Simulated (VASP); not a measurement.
Wanted: the native input for a VASP 6.6.1 run.

```yaml
Task: single point
Functional: r2SCAN
Potentials_or_basis: VASP PAW PBE potentials, release 64 (Ti_sv)
Cutoff: 520 eV
k_mesh: 18 × 18 × 10
Occupations: fermi-dirac, width 0.1 eV
Spin: no spin polarisation
Dipole_correction: no
Further_INCAR_settings: ALGO = Normal; EDIFF = 1e-06; NBANDS = 19
```

The system is Ti.

```
CELL_PARAMETERS angstrom
2.93630 0.00000 0.00000
-1.46815 2.54291 0.00000
0.00000 0.00000 4.64118
ATOMIC_POSITIONS crystal
Ti 0.33333 0.66667 0.25000
Ti 0.66667 0.33333 0.75000
```

The input as run:

POSCAR

```
Ti
1.0
    2.9362980994      0.0000000000      0.0000000000
   -1.4681490497      2.5429087472      0.0000000000
    0.0000000000      0.0000000000      4.6411792873
Ti
2
Direct
    0.3333333333      0.6666666667      0.2500000000
    0.6666666667      0.3333333333      0.7500000000
```

INCAR.step1

```
SYSTEM = Ti
  ALGO = Normal
  EDIFF = 1E-4
  ENCUT = 520
  GGA = PE
  ISMEAR = -1
  LASPH = .True.
  LCHARG = .False.
  LREAL = .False.
  LWAVE = .True.
  NBANDS = 19
  NELM = 100
  PREC = Accurate
  SIGMA = 0.1
```

INCAR.step2

```
SYSTEM = Ti
  ALGO = Normal
  EDIFF = 1E-6
  ENCUT = 520
  ISIF = 2
  ISMEAR = -1
  ISTART = 1
  LASPH = .True.
  LCHARG = .True.
  LELF = .True.
  LMIXTAU = .True.
  LREAL = .False.
  LVHAR = .True.
  LWAVE = .False.
  METAGGA = R2SCAN
  NBANDS = 19
  NELM = 100
  PREC = Accurate
  SIGMA = 0.1
```

KPOINTS

```
k-points
0
Gamma
  18 18 10
  0 0 0
```

Potentials or basis: VASP PAW PBE potentials, release 64 (Ti_sv).

Launch:

```sh
$ cat potpaw_PBE.64/Ti_sv/POTCAR > POTCAR
$ cp INCAR.step1 INCAR
$ mpirun -np 1 vasp_std > vasp.out
$ cp INCAR.step2 INCAR
$ mpirun -np 1 vasp_std > vasp.out
```

It gave:

```
Pressure               : 0.3 GPa
Band gap on the k mesh : zero (bands 12 and 13 overlap by 1.23 eV)
```

Caveat: the PAW data sets were made with another functional, which shifts forces and pressure a little.

Wall time 6.2 min on 1 thread of AMD EPYC 9R45 96-Core Processor (Zen 5), on a shared host, peak memory 0.22 GiB.
